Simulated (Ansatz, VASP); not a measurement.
# One calculation of Mn, two programs

File INCAR:

```
SYSTEM = Mn
ALGO = Normal ; EDIFF = 1E-6
ENCUT = 520 ; GGA = PE
ISIF = 2 ; ISMEAR = -1
ISPIN = 2 ; LASPH = .TRUE.
LCHARG = .FALSE. ; LMAXMIX = 4
LORBIT = 11 ; LREAL = .FALSE.
LWAVE = .FALSE. ; MAGMOM = 4
NBANDS = 16 ; NELM = 150
PREC = Accurate ; SIGMA = 0.03
```

File KPOINTS:

```
k-points
0
G
  20 20 20
  0 0 0
```

Contents of POSCAR:

```
Mn
1.0
   -1.4211204114      1.4211204114      1.4211204114
    1.4211204114     -1.4211204114      1.4211204114
    1.4211204114      1.4211204114     -1.4211204114
Mn
1
Direct
    0.0000000000      0.0000000000      0.0000000000
```

Input for Ansatz:

```yaml
crystal:
  lattice:
    - [-1.4211204114, 1.4211204114, 1.4211204114]
    - [1.4211204114, -1.4211204114, 1.4211204114]
    - [1.4211204114, 1.4211204114, -1.4211204114]
  atoms:
    - { symbol: Mn, position: [0.0, 0.0, 0.0], spin: 4.0 }
magnetization:
  spin_polarized: true
kpoints:
  mp_grid: { grid: [20, 20, 20] }
scf:
  occupations: { method: fermi_dirac, width: 0.03 }
hamiltonian:
  xc: pbe
  pseudopotentials: { kind: all_electron, lapw: { basis_error: 0.0005 } }
output:
  forces: true
  stress: true
  eigenvalues: true
```

Change from the starting cell: volume scaled by 1.05.

Alike in both runs: task single point; functional PBE; k mesh 20 × 20 × 20; occupations fermi-dirac, width 0.03 eV; collinear spin.

```csv
,VASP,Ansatz
version,VASP 6.6.1,Ansatz 0.2.0
potentials or method,"VASP PAW PBE potentials, release 64 (Mn_pv), cutoff 520 eV","all-electron LAPW, scalar-relativistic"
```

|  | VASP | Ansatz | Ansatz less VASP |
| --- | --- | --- | --- |
| pressure (GPa) | -10.7 | -10.7 | -0.03 |
| net moment per atom (μB) | 0.96 | 0.96 | -0.007 |
| size of the moment on the site where the two differ most (μB) | 0.97 | 0.97 | +0.004 |

Site moments also hang on the region over which each program counts them. Ansatz ran all-electron here, and VASP with PAW potentials.
